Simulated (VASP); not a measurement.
# Hf (P6_3/mmc) in VASP: further runs, part 2 of 2

VASP 6.6.1.

**4. Single point, PBE**

INCAR reads:

```
SYSTEM = Hf
ALGO     = Normal         ! electronic algorithm
EDIFF    = 1E-6           ! SCF threshold, eV
ENCUT    = 520            ! plane-wave cutoff, eV
GGA      = PE             ! functional
ISIF     = 2              ! what is computed and relaxed
ISMEAR   = 1              ! smearing method
LASPH    = .TRUE.         ! aspherical terms in the spheres
LCHARG   = .FALSE.        ! write CHGCAR
LREAL    = .FALSE.        ! projectors in reciprocal space
LWAVE    = .FALSE.        ! write WAVECAR
NBANDS   = 17             ! bands
NELM     = 100            ! most SCF steps
PREC     = Accurate       ! precision mode
SIGMA    = 0.2            ! smearing width, eV
```

KPOINTS reads:

```
k-points
0
G
  11 11 6
  0 0 0
```

POSCAR reads:

```
Hf
1.0
    3.2045059552      0.0000000000      0.0000000000
   -1.6022529776      2.7751835638      0.0000000000
    0.0000000000      0.0000000000      5.0738215932
Hf
2
Direct
    0.3333333333      0.6666666667      0.2500000000
    0.6666666667      0.3333333333      0.7500000000
```

On the command line:

```console
cat potpaw_PBE.64/Hf_pv/POTCAR > POTCAR
mpirun -np 1 vasp_std > vasp.out
```

Wall time 13 s (1 thread of Intel Xeon 6975P-C (Granite Rapids), shared host); peak memory 0.18 GiB.

It converged, with:

| Property | Result |
| --- | --- |
| Free energy | -19.8482 eV |
| Pressure | -0.4 GPa |
| Band gap on the k mesh | zero (bands 10 and 11 overlap by 1.48 eV) |

Stress tensor (GPa, compression positive):
```
-0.38  0.00  0.00
 0.00 -0.38  0.00
 0.00  0.00 -0.55
```

Levels at points of the mesh, in eV from the Fermi level:
| k point | band 8 | band 9 | band 10 | band 11 | band 12 | band 13 |
| --- | --- | --- | --- | --- | --- | --- |
| (0.00, 0.00, 0.00) | -3.69 | 0.60 | 1.18 | 1.18 | 1.44 | 1.98 |
| (0.00, 0.00, 0.50) | -5.39 | 0.14 | 0.14 | 1.07 | 1.07 | 1.07 |

Caveat: spin-orbit coupling is left out, which moves the levels of the heavy elements.

**5. Single point, PBE (23.46 Å³/atom)**

This run uses another cell than the first one, of 23.46 Å³/atom.

INCAR reads:

```
ALGO = Normal
EDIFF = 1E-6
ENCUT = 520
GGA = PE
ISIF = 2
ISMEAR = -1
LASPH = T
LCHARG = F
LREAL = F
LWAVE = F
NBANDS = 17
NELM = 60
PREC = Accurate
SIGMA = 0.1
```

KPOINTS reads:

```
k-points
0
Gamma
  19 19 10
```

POSCAR reads:

```
Hf
1.0
    3.2466753431      0.0000000000      0.0000000000
   -1.6233376715      2.8117033249      0.0000000000
    0.0000000000      0.0000000000      5.1405900605
Hf
2
Direct
    0.3333333333      0.6666666667      0.2500000000
    0.6666666667      0.3333333333      0.7500000000
```

On the command line:

```console
cat potpaw_PBE.64/Hf_pv/POTCAR > POTCAR
mpirun -np 1 vasp_std > vasp.out
```

Run time: 2.2 min. Hardware: 1 thread of Intel Xeon 8259CL, shared host; peak memory 0.28 GiB.

The run converged. Its results:

| Property | Result |
| --- | --- |
| Free energy | -19.8482 eV |
| Pressure | -4.4 GPa |
| Band gap on the k mesh | zero (bands 10 and 11 overlap by 1.58 eV) |

Stress tensor (GPa, compression positive):
```
-4.32  0.00  0.00
 0.00 -4.32  0.00
 0.00  0.00 -4.56
```

Levels at points of the mesh, in eV from the Fermi level:
```
           k point  band 6  band 7  band 8  band 9  band 10  band 11  band 12  band 13  band 14  band 15
(0.00, 0.00, 0.00)  -30.36   -7.20   -3.56    0.50     1.18     1.18     1.43     1.95     1.95     2.56
(0.00, 0.00, 0.50)  -30.42   -5.31   -5.31    0.17     0.17     1.08     1.08     1.08     1.08     4.57
```

Caveat: the cell stands under tension; spin-orbit coupling is left out, which moves the levels of the heavy elements.

**6. Single point, PBE (24.37 Å³/atom)**

This run uses another cell than the first one, of 24.37 Å³/atom.

INCAR reads:

```
SYSTEM = Hf
PREC = Accurate ; ENCUT = 520
EDIFF = 1E-6 ; ISMEAR = -1
SIGMA = 0.1 ; LREAL = .False.
LASPH = .True. ; NELM = 60
ALGO = Normal ; ISIF = 2
LWAVE = .False. ; LCHARG = .False.
GGA = PE ; NBANDS = 17
```

KPOINTS reads:

```
regular mesh
0
Gamma
  19 19 10
  0 0 0
```

POSCAR reads:

```
Hf
1.0
    3.2877768626      0.0000000000      0.0000000000
   -1.6438884313      2.8472982850      0.0000000000
    0.0000000000      0.0000000000      5.2056677293
Hf
2
Direct
    0.3333333333      0.6666666667      0.2500000000
    0.6666666667      0.3333333333      0.7500000000
```

Potentials or basis: VASP PAW PBE potentials, release 64 (Hf_pv).

On the command line:

```console
cat potpaw_PBE.64/Hf_pv/POTCAR > POTCAR
mpirun -np 1 vasp_std > vasp.out
```

Run time: 2.4 min. Hardware: 1 thread of Intel Xeon 8259CL, shared host; peak memory 0.29 GiB.

It converged, with:

```
Free energy            : -19.7799 eV
Pressure               : -7.7 GPa
Band gap on the k mesh : zero (bands 10 and 11 overlap by 1.53 eV)
```

Stress tensor (GPa, compression positive):
```
-7.55  0.00  0.00
 0.00 -7.55  0.00
 0.00  0.00 -7.87
```

Levels at points of the mesh, in eV from the Fermi level:
| k point | band 6 | band 7 | band 8 | band 9 | band 10 | band 11 | band 12 | band 13 | band 14 | band 15 |
| --- | --- | --- | --- | --- | --- | --- | --- | --- | --- | --- |
| (0.00, 0.00, 0.00) | -30.50 | -7.07 | -3.45 | 0.39 | 1.16 | 1.16 | 1.40 | 1.89 | 1.89 | 2.47 |
| (0.00, 0.00, 0.50) | -30.55 | -5.24 | -5.24 | 0.18 | 0.18 | 1.06 | 1.06 | 1.06 | 1.06 | 4.38 |

Caveat: the cell stands under tension; spin-orbit coupling is left out, which moves the levels of the heavy elements.

**7. Single point, PBE (25.27 Å³/atom)**

This run uses another cell than the first one, of 25.27 Å³/atom.

INCAR reads:

```
SYSTEM = Hf
PREC = Accurate
ENCUT = 520
EDIFF = 1E-7
ISMEAR = -1
SIGMA = 0.1
LREAL = .FALSE.
LASPH = .TRUE.
NELM = 100
ALGO = Normal
ISIF = 2
LWAVE = .FALSE.
LCHARG = .FALSE.
GGA = PE
NBANDS = 17
```

KPOINTS reads:

```
Automatic mesh
0
G
  19 19 10
  0 0 0
```

POSCAR reads:

```
Hf
1.0
    3.3278756543      0.0000000000      0.0000000000
   -1.6639378272      2.8820248573      0.0000000000
    0.0000000000      0.0000000000      5.2691577393
Hf
2
Direct
    0.3333333333      0.6666666667      0.2500000000
    0.6666666667      0.3333333333      0.7500000000
```

Potentials or basis: VASP PAW PBE potentials, release 64 (Hf_pv).

On the command line:

```console
cat potpaw_PBE.64/Hf_pv/POTCAR > POTCAR
mpirun -np 1 vasp_std > vasp.out
```

OUTCAR:

```text
SYSTEM = Hf
   PREC = Accurate
   ENCUT = 520
   EDIFF = 1E-7
   ISMEAR = -1
   LREAL = .FALSE.
   LASPH = .TRUE.
   NELM = 100
   ISIF = 2
   GGA = PE

 ion  position               nearest neighbor table
   1  0.333  0.667  0.250-   2 3.26   2 3.26   2 3.26   2 3.26   2 3.26   2 3.26
   2  0.667  0.333  0.750-   1 3.26   1 3.26   1 3.26   1 3.26   1 3.26   1 3.26

  LATTYP: Found a hexagonal cell.
 ALAT       =     3.3278756543
 C/A-ratio  =     1.5833397298

  Lattice vectors:

 A1 = (   3.3278756543,   0.0000000000,   0.0000000000)
 A2 = (  -1.6639378272,   2.8820248573,   0.0000000000)
 A3 = (   0.0000000000,   0.0000000000,   5.2691577393)

Analysis of symmetry for initial positions (statically):
=====================================================================
 Subroutine PRICEL returns:
 Original cell was already a primitive cell.

 Routine SETGRP: Setting up the symmetry group for a
 hexagonal supercell.

 Subroutine GETGRP returns: Found 24 space group operations
 (whereof 12 operations were pure point group operations)
 out of a pool of 24 trial point group operations.

[... 163 lines left out ...]

 E-fermi :   4.0993     XC(G=0): -10.7423

 val. band max:        4.0982252769   @ k =   0.4211   0.1579   0.5000
 cond. band min:       4.1038295384   @ k =   0.1053  -0.0000   0.5000
 fundamental gap:      0.0056042615
 Fermi energy:         4.0993129919

 k-point     1 :       0.0000    0.0000    0.0000
  band No.  band energies     occupation
      1     -27.1104      2.00000
      2     -26.6230      2.00000
      3     -26.6230      2.00000
      4     -26.5421      2.00000
      5     -26.5372      2.00000
      6     -26.5372      2.00000
[... 457 lines left out ...]
      4     -26.7315      2.00000
      5     -26.6520      2.00000
      6     -26.6108      2.00000
[... 9 lines left out ...]
     16       9.0585      0.00000
     17       9.4782      0.00000

 [... further k-points ...]

------------------------ aborting loop because EDIFF is reached ----------------------------------------

  FORCE on cell =-STRESS in cart. coord.  units (eV):
  Direction    XX          YY          ZZ          XY          YZ          ZX
  --------------------------------------------------------------------------------------
  -------------------------------------------------------------------------------------
  Total       -3.2368143     -3.2368143     -3.3554106      0.0000000      0.0000000     -0.0000000
  in kB     -102.6177172   -102.6177172   -106.3776122      0.0000000      0.0000000     -0.0000000
  external PRESSURE =    -103.8710155 kB  Pullay stress =       0.0000000 kB

 VOLUME and BASIS-vectors are now :
 -----------------------------------------------------------------------------
  energy-cutoff  :      520.00
  volume of cell :       50.54
      direct lattice vectors                 reciprocal lattice vectors
     3.327875654  0.000000000  0.000000000     0.300491997  0.173489135  0.000000000
    -1.663937827  2.882024857  0.000000000     0.000000000  0.346978270  0.000000000
     0.000000000  0.000000000  5.269157739     0.000000000  0.000000000  0.189783652

 POSITION                                       TOTAL-FORCE (eV/Angst)
 -----------------------------------------------------------------------------------
     -0.00000      1.92135      1.31729         0.000000      0.000000      0.000000
      1.66394      0.96067      3.95187        -0.000000     -0.000000      0.000000
 -----------------------------------------------------------------------------------
    total drift:                               -0.000000      0.000000     -0.000000

  FREE ENERGIE OF THE ION-ELECTRON SYSTEM (eV)
  ---------------------------------------------------
  free  energy   TOTEN  =       -19.6780883190 eV

  energy  without entropy=      -19.6150543620  energy(sigma->0) =      -19.64657134
```

OSZICAR:

```text
N       E                     dE             d eps       ncg     rms          rms(c)
DAV:   1     0.495361630885E+02    0.49536E+02   -0.11243E+04  8184   0.110E+03
DAV:   2    -0.185021801889E+02   -0.68038E+02   -0.66387E+02 10435   0.244E+02
DAV:   3    -0.205356055432E+02   -0.20334E+01   -0.20012E+01 10773   0.275E+01
DAV:   4    -0.205546330683E+02   -0.19028E-01   -0.19009E-01 10455   0.323E+00
DAV:   5    -0.205548649706E+02   -0.23190E-03   -0.23184E-03 10838   0.312E-01    0.595E+01
DAV:   6    -0.199047043564E+02    0.65016E+00   -0.67047E-01  9797   0.499E+00    0.351E+01
DAV:   7    -0.196924467157E+02    0.21226E+00   -0.10935E+00 10040   0.607E+00    0.179E+00
DAV:   8    -0.196780409136E+02    0.14406E-01   -0.77167E-02  9558   0.171E+00    0.540E-01
DAV:   9    -0.196781050798E+02   -0.64166E-04   -0.15015E-03 11291   0.284E-01    0.199E-01
DAV:  10    -0.196780843032E+02    0.20777E-04   -0.68867E-05  9917   0.523E-02    0.184E-01
DAV:  11    -0.196780881816E+02   -0.38783E-05   -0.65133E-06 11011   0.186E-02    0.151E-02
DAV:  12    -0.196780882963E+02   -0.11472E-06   -0.45151E-07  9974   0.410E-03    0.220E-03
DAV:  13    -0.196780883190E+02   -0.22741E-07   -0.17154E-08  6424   0.114E-03
   1 F= -.19678088E+02 E0= -.19646571E+02  d E =-.630340E-01
```

stdout:

```text
POSCAR found type information on POSCAR Hf
 POSCAR found :  1 types and       2 ions
 scaLAPACK will be used
 LDA part: xc-table for (Slater+PW92), standard interpolation
 POSCAR, INCAR and KPOINTS ok, starting setup
 FFT: planning ... GRIDC
 FFT: planning ... GRID_SOFT
 FFT: planning ... GRID
 WAVECAR not read
 entering main loop
```

Run time: 3.9 min. Hardware: 1 thread of Intel Xeon 8259CL, shared host; peak memory 0.31 GiB.

What came out:

```yaml
Free_energy: -19.6781 eV
Pressure: -10.4 GPa
Band_gap_on_the_k_mesh: zero (bands 10 and 11 overlap by 1.53 eV)
```

Levels at points of the mesh, in eV from the Fermi level:
| k point | band 6 | band 7 | band 8 | band 9 | band 10 | band 11 | band 12 | band 13 | band 14 | band 15 |
| --- | --- | --- | --- | --- | --- | --- | --- | --- | --- | --- |
| (0.00, 0.00, 0.00) | -30.64 | -6.95 | -3.35 | 0.30 | 1.14 | 1.14 | 1.37 | 1.83 | 1.83 | 2.39 |
| (0.00, 0.00, 0.50) | -30.68 | -5.18 | -5.18 | 0.18 | 0.18 | 1.04 | 1.04 | 1.04 | 1.04 | 4.21 |

Caveat: the cell stands under tension; spin-orbit coupling is left out, which moves the levels of the heavy elements.

**8. The runs side by side**

```tsv
cell	k mesh	smearing	gap on the mesh (eV)	pressure (GPa)
a = 3.205, b = 3.205, c = 5.074 Å, angles 90.0, 90.0, 120.0°, 2 atoms	11 × 11 × 6	methfessel-paxton 0.03 eV	none	-0.3
a = 3.205, b = 3.205, c = 5.074 Å, angles 90.0, 90.0, 120.0°, 2 atoms	11 × 11 × 6	methfessel-paxton 0.1 eV	none	-0.3
a = 3.205, b = 3.205, c = 5.074 Å, angles 90.0, 90.0, 120.0°, 2 atoms	11 × 11 × 6	methfessel-paxton 0.2 eV	none	-0.4
a = 3.247, b = 3.247, c = 5.141 Å, angles 90.0, 90.0, 120.0°, 2 atoms	19 × 19 × 10	fermi-dirac 0.1 eV	none	-4.4
a = 3.288, b = 3.288, c = 5.206 Å, angles 90.0, 90.0, 120.0°, 2 atoms	19 × 19 × 10	fermi-dirac 0.1 eV	none	-7.7
a = 3.328, b = 3.328, c = 5.269 Å, angles 90.0, 90.0, 120.0°, 2 atoms	19 × 19 × 10	fermi-dirac 0.1 eV	none	-10.4
```

Alike in all rows: task single point; level PBE; potentials or basis VASP PAW PBE potentials, release 64 (Hf_pv); no spin polarisation; cutoff (eV) 520.

Caveats: spin-orbit coupling is left out, which moves the levels of the heavy elements; the cell stands under tension (at least some runs).

Absolute energies hang on the potentials; compare differences alone.
